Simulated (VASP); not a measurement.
# LaH (I4/mmm) in VASP: notebook

The runs below take LaH through single point, with PBE.

All numbers are computed with VASP 6.6.1; they aren't measurements. Logs are shortened: lines on timing, memory, paths and dates and some standing lists are left out, and cuts for length are marked.

## Step 1: The cell of the first run

The structure is tetragonal, space group I4/mmm (No. 139). The conventional cell has a = 3.732 Å, b = 3.732 Å, c = 5.249 Å, α = 90.00°, β = 90.00°, γ = 90.00°. Within 3.5 Å of La (site symmetry 4/mmm) lie 6 H at 2.62 to 2.64 Å. Within 3.5 Å of H (site symmetry 4/mmm) lie 6 La at 2.62 to 2.64 Å.

## Step 2: Single point, PBE

INCAR reads:

```
ALGO     = Normal         # electronic algorithm
EDIFF    = 1E-6           # SCF threshold, eV
ENCUT    = 500            # plane-wave cutoff, eV
GGA      = PE             # functional
GGA_COMPAT= False        
ISIF     = 2              # what is computed and relaxed
ISMEAR   = 0              # smearing method
LASPH    = True           # aspherical terms in the spheres
LCHARG   = True           # write CHGCAR
LELF     = True           # ELF
LMAXMIX  = 6              # l up to which the mixer works
LREAL    = False          # projectors in reciprocal space
LVHAR    = True         
LWAVE    = False          # write WAVECAR
NBANDS   = 13             # bands
NELM     = 200            # most SCF steps
PREC     = Accurate       # precision mode
SIGMA    = 0.2            # smearing width, eV
```

KPOINTS reads:

```
k-points
0
Gamma
  7 7 7
```

POSCAR reads:

```
LaH
1.0
   -2.6244216676      1.8661139826      1.8661104068
    2.6244216676     -1.8661139826      1.8661104068
    2.6244216676      1.8661139826     -1.8661104068
La H
1 1
Direct
    0.5000000000      0.5000000000      0.0000000000
    0.5000000000      0.0000000000      0.5000000000
```

Potentials or basis: VASP PAW PBE potentials, release 64 (La, H).

Launch:

```sh
cat potpaw_PBE.64/La/POTCAR potpaw_PBE.64/H/POTCAR > POTCAR
mpirun -np 1 vasp_std > vasp.out
```

OUTCAR:

```text
EDIFF = 1E-6
   ENCUT = 500
   GGA = PE
   ISIF = 2
   ISMEAR = 0
   LASPH = True
   LREAL = False
   NELM = 200
   PREC = Accurate

 ion  position               nearest neighbor table
   1  0.500  0.500  0.000-
   2  0.500  0.000  0.500-

  LATTYP: Found a body centered tetragonal cell.
 ALAT       =     3.7322279652
 C/A-ratio  =     1.4063565742

  Lattice vectors:

 A1 = (  -2.6244216676,   1.8661139826,  -1.8661104068)
 A2 = (  -2.6244216676,  -1.8661139826,   1.8661104068)
 A3 = (   2.6244216676,   1.8661139826,   1.8661104068)

Analysis of symmetry for initial positions (statically):
=====================================================================
 Subroutine PRICEL returns:
 Original cell was already a primitive cell.

 Routine SETGRP: Setting up the symmetry group for a
 body centered tetragonal supercell.

 Subroutine GETGRP returns: Found 16 space group operations
 (whereof  8 operations were pure point group operations)
 out of a pool of 16 trial point group operations.

The static configuration has the point symmetry D_2h.
 The point group associated with its full space group is D_4h.

Analysis of symmetry for dynamics (positions and initial velocities):
=====================================================================
 Subroutine PRICEL returns:
 Original cell was already a primitive cell.

 Routine SETGRP: Setting up the symmetry group for a
 body centered tetragonal supercell.

 Subroutine GETGRP returns: Found 16 space group operations
 (whereof  8 operations were pure point group operations)
 out of a pool of 16 trial point group operations.

The dynamic configuration has the point symmetry D_2h.
 The point group associated with its full space group is D_4h.

 Subroutine INISYM returns: Found 16 space group operations
 (whereof  8 operations are pure point group operations),
 and found     1 'primitive' translations

----------------------------------------------------------------------------------------

                                     Primitive cell

  volume of cell :      36.5569

  direct lattice vectors                    reciprocal lattice vectors
    -2.624421668  1.866113983  1.866110407     0.000000000  0.267936474  0.267936987
     2.624421668 -1.866113983  1.866110407     0.190518165  0.000000000  0.267936987
     2.624421668  1.866113983 -1.866110407     0.190518165  0.267936474  0.000000000

  length of vectors
     3.721872988  3.721872988  3.721872988     0.378919758  0.328766483  0.328766064

  position of ions in fractional coordinates (direct lattice)
     0.500000000  0.500000000  0.000000000
     0.500000000  0.000000000  0.500000000

  ion indices of the primitive-cell ions
   primitive index   ion index
                 1           1
                 2           2

----------------------------------------------------------------------------------------

 KPOINTS: k-points

Automatic generation of k-mesh.
 Grid dimensions read from file:
 generate k-points for:    7    7    7

 Generating k-lattice:

  Cartesian coordinates                     Fractional coordinates (reciprocal lattice)
     0.000000000  0.038276639  0.038276712     0.142857143  0.000000000  0.000000000
     0.027216881  0.000000000  0.038276712     0.000000000  0.142857143  0.000000000
     0.027216881  0.038276639  0.000000000     0.000000000  0.000000000  0.142857143

  Length of vectors
     0.054131394  0.046966640  0.046966581

  Shift w.r.t. Gamma in fractional coordinates (k-lattice)
     0.000000000  0.000000000  0.000000000

 Subroutine IBZKPT returns following result:
 ===========================================

 Found     40 irreducible k-points:

 Following reciprocal coordinates:
            Coordinates               Weight
  0.000000  0.000000  0.000000      1.000000
  0.142857  0.000000  0.000000      4.000000
  0.285714  0.000000 -0.000000      4.000000
  0.428571  0.000000 -0.000000      4.000000
  0.000000  0.142857 -0.000000      8.000000
  0.142857  0.142857 -0.000000     16.000000
[... 16 lines left out ...]
 -0.428571  0.428571  0.142857      8.000000
 -0.285714  0.428571  0.142857      8.000000
 [... further k-points ...]
   k-points           NKPTS =     40   k-points in BZ     NKDIM =     40   number of bands    NBANDS=     13
   number of dos      NEDOS =    301   number of ions     NIONS =      2
   total plane-waves  NPLWV =  21952
   dimension x,y,z NGX =    28 NGY =   28 NGZ =   28
   dimension x,y,z NGXF=    56 NGYF=   56 NGZF=   56
   ions per type =               1   1
   NGX,Y,Z   is equivalent  to a cutoff of  12.51, 12.51, 12.51 a.u.
   NGXF,Y,Z  is equivalent  to a cutoff of  25.01, 25.01, 25.01 a.u.
 SYSTEM =  unknown system
   PREC   = accura    normal or accurate (medium, high low for compatibility)
   ISTART =      0    job   : 0-new  1-cont  2-samecut
   ICHARG =      2    charge: 1-file 2-atom 10-const
   ISPIN  =      1    spin polarized calculation?
   LNONCOLLINEAR =      F non collinear calculations
   LSORBIT =      F    spin-orbit coupling
   LASPH  =      T    aspherical Exc in radial PAW
   ENCUT  =  500.0 eV  36.75 Ry    6.06 a.u.   6.79  6.79  6.79*2*pi/ulx,y,z
   NELM   =    200;   NELMIN=  2; NELMDL= -5     # of ELM steps
   EDIFF  = 0.1E-05   stopping-criterion for ELM
   LREAL  =      F    real-space projection
   EDIFFG = 0.1E-04   stopping-criterion for IOM
   NSW    =      0    number of steps for IOM
   IBRION =     -1    ionic relax: 0-MD 1-quasi-New 2-CG
   NFREE  =      0    steps in history (QN), initial steepest desc. (CG)
   ISIF   =      2    stress and relaxation
   ISYM   =      2    0-nonsym 1-usesym 2-fastsym
   POTIM  = 0.5000    time-step for ionic-motion
   TEBEG  =    0.0;   TEEND  =   0.0 temperature during run
   PSTRESS=    0.0 pullay stress
   NELECT =      12.0000    total number of electrons
   NUPDOWN=      -1.0000    fix difference up-down
   EMIN   =  10.00;   EMAX   =-10.00  energy-range for DOS
   EFERMI =   0.00;   METHOD = LEGACY
   ISMEAR =     0;   SIGMA  =   0.20  broadening in eV -4-tet -1-fermi 0-gaus
   EFERMI_NEDOS =   21; number of points for ismear=-14 and -15
   IALGO  =     38    algorithm
   IMIX   =      4    mixing-type and parameters
     AMIX     =   0.40;   BMIX     =  1.00
     AMIX_MAG =   1.60;   BMIX_MAG =  1.00
  volume/ion in A,a.u.               =      18.28       123.35
  Fermi-wavevector in a.u.,A,eV,Ry     =   1.129307  2.134082 17.351992  1.275335
  Thomas-Fermi vector in A             =   2.266000
   LORBIT       =      0    0 simple, 1 ext, 2 COOP (PROOUT), +10 PAW based schemes
   GGA     = PE    functional components
   LHFCALC =     F    Hartree Fock is set to
   AEXX    =    0.0000 exact exchange contribution
   IVDW    =     0    specifies the selected vdW correction
   LEPSILON=     F    determine dielectric tensor
   LRPA    =     F    only Hartree local field effects (RPA)
 non-spin polarized calculation
 Gauss-broadening in eV      SIGMA  =   0.20
  energy-cutoff  :      500.00
  volume of cell :       36.56
 maximum number of plane-waves:       948
   NGX = 13   NGY = 13   NGZ = 13

 number of electron      11.9999998 magnetization

 Free energy of the ion-electron system (eV)
  ---------------------------------------------------
  ext. energy  EPLUGINS =         0.00000000
  ---------------------------------------------------
  free energy    TOTEN  =        -9.14722408 eV

  energy without entropy =       -9.13249115  energy(sigma->0) =       -9.13985761

 E-fermi :   8.6084     XC(G=0): -10.0397

 val. band max:        8.5951558893   @ k =   0.1429  -0.1429   0.1429
 cond. band min:       8.7046697573   @ k =   0.1429   0.0000   0.0000
 fundamental gap:      0.1095138680
 Fermi energy:         8.6084413535

 k-point     1 :       0.0000    0.0000    0.0000
  band No.  band energies     occupation
      1     -24.3790      2.00000
      2      -7.3399      2.00000
      3      -7.3399      2.00000
      4      -7.3392      2.00000
      5       2.4746      2.00000
      6       9.8139      0.00000
      7       9.8398      0.00000
      8       9.8399      0.00000
      9       9.8911      0.00000
     10      10.2345      0.00000
     11      10.2346      0.00000
     12      10.2479      0.00000
     13      10.9628      0.00000

 k-point     2 :       0.1429    0.0000    0.0000
  band No.  band energies     occupation
      1     -24.3261      2.00000
      2      -7.6680      2.00000
      3      -7.4447      2.00000
      4      -7.4421      2.00000
      5       3.0789      2.00000
      6       8.7047      0.49623
      7       9.5867      0.00000
      8      10.0125      0.00000
      9      10.0206      0.00000
     10      10.3985      0.00000
     11      10.4052      0.00000
     12      10.4947      0.00000
     13      10.7993      0.00000

 k-point     3 :       0.2857    0.0000   -0.0000
  band No.  band energies     occupation
      1     -24.2055      2.00000
      2      -8.2734      2.00000
      3      -7.6725      2.00000
      4      -7.6631      2.00000
      5       3.5069      2.00000
      6       7.6281      2.00000
      7       9.3880      0.00000
      8      10.2485      0.00000
      9      10.2635      0.00000
     10      10.5798      0.00000
     11      10.5928      0.00000
     12      10.5977      0.00000
     13      10.7376      0.00000

 k-point     4 :       0.4286    0.0000   -0.0000
  band No.  band energies     occupation
      1     -24.1071      2.00000
      2      -8.6668      2.00000
      3      -7.8469      2.00000
      4      -7.8327      2.00000
      5       2.9414      2.00000
      6       7.0127      2.00000
      7      10.3342      0.00000
      8      10.3678      0.00000
      9      10.3810      0.00000
     10      10.4650      0.00000
     11      10.7124      0.00000
     12      10.7150      0.00000
     13      10.8046      0.00000

 k-point     5 :       0.0000    0.1429   -0.0000
  band No.  band energies     occupation
      1     -24.3390      2.00000
      2      -7.6785      2.00000
      3      -7.3764      2.00000
      4      -7.3737      2.00000
      5       2.9852      2.00000
      6       8.9286      0.02360
      7       9.8826      0.00000
      8       9.9165      0.00000
      9       9.9611      0.00000
     10      10.2359      0.00000
     11      10.2458      0.00000
     12      10.5546      0.00000
     13      10.9671      0.00000
[... 257 lines left out ...]
 k-point    22 :      -0.2857    0.2857    0.1429
  band No.  band energies     occupation
      1     -24.2506      2.00000
      2      -8.1713      2.00000
      3      -7.5460      2.00000
      4      -7.5259      2.00000
      5       3.7790      2.00000
      6       8.1337      1.99921
      7       8.9815      0.00833
      8      10.0188      0.00000
      9      10.1887      0.00000
     10      10.4011      0.00000
     11      10.4499      0.00000
     12      10.7408      0.00000
     13      10.7643      0.00000

 k-point    23 :      -0.4286    0.4286    0.1429
  band No.  band energies     occupation
      1     -24.1694      2.00000
      2      -8.6691      2.00000
      3      -7.6476      2.00000
      4      -7.6008      2.00000
      5       4.4799      2.00000
      6       7.3599      2.00000
      7       9.1854      0.00005
      8       9.8176      0.00000
      9      10.2298      0.00000
     10      10.3985      0.00000
     11      10.4101      0.00000
     12      10.7785      0.00000
     13      10.8741      0.00000

 k-point    24 :      -0.2857    0.4286    0.1429
  band No.  band energies     occupation
      1     -24.1811      2.00000
      2      -8.4253      2.00000
      3      -7.8246      2.00000
      4      -7.5821      2.00000
      5       4.0372      2.00000
      6       8.0663      1.99987
      7       8.5218      1.46007
      8      10.1246      0.00000
      9      10.2621      0.00000
     10      10.4489      0.00000
     11      10.5661      0.00000
     12      10.7345      0.00000
     13      10.8190      0.00000

 [... further k-points ...]
[... 5 lines left out ...]
  --------------------------------------------------------------------------------------
  -------------------------------------------------------------------------------------
  Total        0.0490963     -0.0287773     -0.0287772      0.0000000      0.0000000      0.0000000
  in kB        2.1517437     -1.2612230     -1.2612182      0.0000000      0.0000000      0.0000000
  external PRESSURE =      -0.1235658 kB  Pullay stress =       0.0000000 kB

 VOLUME and BASIS-vectors are now :
 -----------------------------------------------------------------------------
  energy-cutoff  :      500.00
  volume of cell :       36.56
      direct lattice vectors                 reciprocal lattice vectors
    -2.624421668  1.866113983  1.866110407     0.000000000  0.267936474  0.267936987
     2.624421668 -1.866113983  1.866110407     0.190518165  0.000000000  0.267936987
     2.624421668  1.866113983 -1.866110407     0.190518165  0.267936474  0.000000000

 POSITION                                       TOTAL-FORCE (eV/Angst)
 -----------------------------------------------------------------------------------
      0.00000      0.00000      1.86611        -0.000000      0.000000     -0.000000
      0.00000      1.86611      0.00000         0.000000     -0.000000      0.000000
 -----------------------------------------------------------------------------------
    total drift:                                0.000000     -0.000000      0.000000

  FREE ENERGIE OF THE ION-ELECTRON SYSTEM (eV)
  ---------------------------------------------------
  free  energy   TOTEN  =        -9.1472240818 eV

  energy  without entropy=       -9.1324911459  energy(sigma->0) =       -9.13985761
```

Run time: 10 s. Hardware: 1 thread of Intel Xeon 6975P-C (Granite Rapids), shared host; peak memory 0.18 GiB.

Results:

```yaml
Free_energy: -9.1472 eV
Pressure: 0.0 GPa
Band_gap_on_the_k_mesh: zero (band 6 reaches 9.81 eV, above the bottom of band 7 at 8.51 eV)
```

Caveat: spin-orbit coupling is left out, which moves the levels of the heavy elements.

## Step 3: Single point, PBE

INCAR reads:

```
SYSTEM = LaH
PREC = Accurate
ENCUT = 500
EDIFF = 1E-6
ISMEAR = 0
SIGMA = 0.2
LREAL = .FALSE.
LASPH = .TRUE.
NELM = 200
ALGO = Normal
ISIF = 2
LWAVE = .FALSE.
LCHARG = .FALSE.
GGA = PE
NBANDS = 13
GGA_COMPAT = .FALSE.
LMAXMIX = 6
```

KPOINTS reads:

```
regular mesh
0
G
  7 7 7
  0 0 0
```

POSCAR reads:

```
LaH
1.0
   -1.8656838817      1.8656838817      2.6270202427
    1.8656838817     -1.8656838817      2.6270202427
    1.8656838817      1.8656838817     -2.6270202427
La H
1 1
Direct
    0.5000000000      0.5000000000      0.0000000000
    0.0000000000      0.0000000000      0.0000000000
```

Potentials or basis: VASP PAW PBE potentials, release 64 (La, H).

Launch:

```sh
cat potpaw_PBE.64/La/POTCAR potpaw_PBE.64/H/POTCAR > POTCAR
mpirun -np 1 vasp_std > vasp.out
```

OUTCAR:

```text
SYSTEM = LaH
   PREC = Accurate
   ENCUT = 500
   EDIFF = 1E-6
   ISMEAR = 0
   LREAL = .FALSE.
   LASPH = .TRUE.
   NELM = 200
   ISIF = 2
   GGA = PE

 ion  position               nearest neighbor table
   1  0.500  0.500  0.000-
   2  0.000  0.000  0.000-

  LATTYP: Found a body centered tetragonal cell.
 ALAT       =     3.7313677634
 C/A-ratio  =     1.4080736123

  Lattice vectors:

 A1 = (  -1.8656838817,   1.8656838817,   2.6270202427)
 A2 = (   1.8656838817,  -1.8656838817,   2.6270202427)
[... 568 lines left out ...]

------------------------ aborting loop because EDIFF is reached ----------------------------------------

  FORCE on cell =-STRESS in cart. coord.  units (eV):
  Direction    XX          YY          ZZ          XY          YZ          ZX
  --------------------------------------------------------------------------------------
  -------------------------------------------------------------------------------------
  Total       -0.0293979     -0.0293979      0.0311861      0.0000000      0.0000000      0.0000000
  in kB       -1.2877386     -1.2877386      1.3660662      0.0000000      0.0000000      0.0000000
  external PRESSURE =      -0.4031370 kB  Pullay stress =       0.0000000 kB

 VOLUME and BASIS-vectors are now :
 -----------------------------------------------------------------------------
  energy-cutoff  :      500.00
  volume of cell :       36.58
      direct lattice vectors                 reciprocal lattice vectors
    -1.865683882  1.865683882  2.627020243     0.000000000  0.267998242  0.190329710
     1.865683882 -1.865683882  2.627020243     0.267998242  0.000000000  0.190329710
     1.865683882  1.865683882 -2.627020243     0.267998242  0.267998242  0.000000000

 POSITION                                       TOTAL-FORCE (eV/Angst)
 -----------------------------------------------------------------------------------
      0.00000      0.00000      2.62702         0.000000     -0.000000      0.000000
      0.00000      0.00000      0.00000        -0.000000      0.000000     -0.000000
 -----------------------------------------------------------------------------------
    total drift:                                0.000000     -0.000000      0.000000

  FREE ENERGIE OF THE ION-ELECTRON SYSTEM (eV)
  ---------------------------------------------------
  free  energy   TOTEN  =        -9.1472874400 eV

  energy  without entropy=       -9.1325626869  energy(sigma->0) =       -9.13992506
```

OSZICAR:

```text
N       E                     dE             d eps       ncg     rms          rms(c)
DAV:   1     0.840288639361E+02    0.84029E+02   -0.42283E+03  1080   0.117E+03
DAV:   2    -0.335450821145E+01   -0.87383E+02   -0.83022E+02  1272   0.190E+02
DAV:   3    -0.900989514983E+01   -0.56554E+01   -0.54949E+01  1539   0.675E+01
DAV:   4    -0.932841506101E+01   -0.31852E+00   -0.31413E+00  1902   0.104E+01
DAV:   5    -0.934142485491E+01   -0.13010E-01   -0.13002E-01  1673   0.213E+00    0.346E+00
DAV:   6    -0.917378420016E+01    0.16764E+00   -0.28350E-01  1781   0.262E+00    0.186E+00
DAV:   7    -0.914155420826E+01    0.32230E-01   -0.19833E-01  1379   0.226E+00    0.571E-01
DAV:   8    -0.914697398268E+01   -0.54198E-02   -0.22607E-02  1708   0.123E+00    0.204E-01
DAV:   9    -0.914728033178E+01   -0.30635E-03   -0.13059E-03  1955   0.320E-01    0.537E-02
DAV:  10    -0.914728993657E+01   -0.96048E-05   -0.68665E-05  1981   0.742E-02    0.197E-02
DAV:  11    -0.914728791211E+01    0.20245E-05   -0.11349E-05  1998   0.270E-02    0.712E-03
DAV:  12    -0.914728743998E+01    0.47213E-06   -0.12666E-06  1986   0.143E-02
   1 F= -.91472874E+01 E0= -.91399251E+01  d E =-.147248E-01
```

It took 9.8 s on 1 thread of Intel Xeon 6975P-C (Granite Rapids), shared host; peak memory 0.18 GiB.

What came out:

| Item | Value |
| --- | --- |
| Free energy | -9.1473 eV |
| Pressure | 0.0 GPa |
| Band gap on the k mesh | zero (band 6 reaches 9.81 eV, above the bottom of band 7 at 8.51 eV) |

Caveat: spin-orbit coupling is left out, which moves the levels of the heavy elements.
